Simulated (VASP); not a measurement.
## As: single point with PBE

The system is As.

```
As
1.0
     0.00000    3.06194    3.06194
     3.06194    0.00000    3.06194
     3.06194    3.06194    0.00000
As
2
Cartesian
  -0.7655 -0.7655 -0.7655
  0.7655 0.7655 0.7655
```

This isn't the form of As at room conditions, which is rhombohedral.

```json
{"Program": "VASP 6.6.1", "Task": "single point", "Functional": "PBE", "Potentials or basis": "VASP PAW PBE potentials, release 64 (As)", "Cutoff": "520 eV", "k mesh": "12 × 12 × 12", "Occupations": "fermi-dirac, width 0.05 eV", "Spin": "no spin polarisation", "Dipole correction": "no", "Further INCAR settings": "ALGO = Normal; EDIFF = 1e-06; NBANDS = 12"}
```

| Property | Result |
| --- | --- |
| Pressure | -0.3 GPa |
| Band gap on the k mesh | zero (bands 5 and 6 overlap by 1.61 eV) |

Levels at points of the mesh, in eV from the Fermi level:
```
           k point  band 1  band 2  band 3  band 4  band 5  band 6  band 7  band 8  band 9  band 10
(0.00, 0.00, 0.00)  -13.55   -6.01   -2.01   -2.01   -2.01    0.71    0.71    0.71    4.90     7.95
(0.50, 0.00, 0.00)  -12.22   -9.38   -2.93   -2.93   -2.61    1.93    1.93    4.78    7.09     7.74
(0.50, 0.50, 0.00)  -10.88  -10.88   -3.97   -3.97   -0.56   -0.56    5.01    5.01    7.50     7.50
```

Wall time 49 s on 1 thread of Intel Xeon 8259CL, with other jobs on the host, peak memory 0.2 GiB.
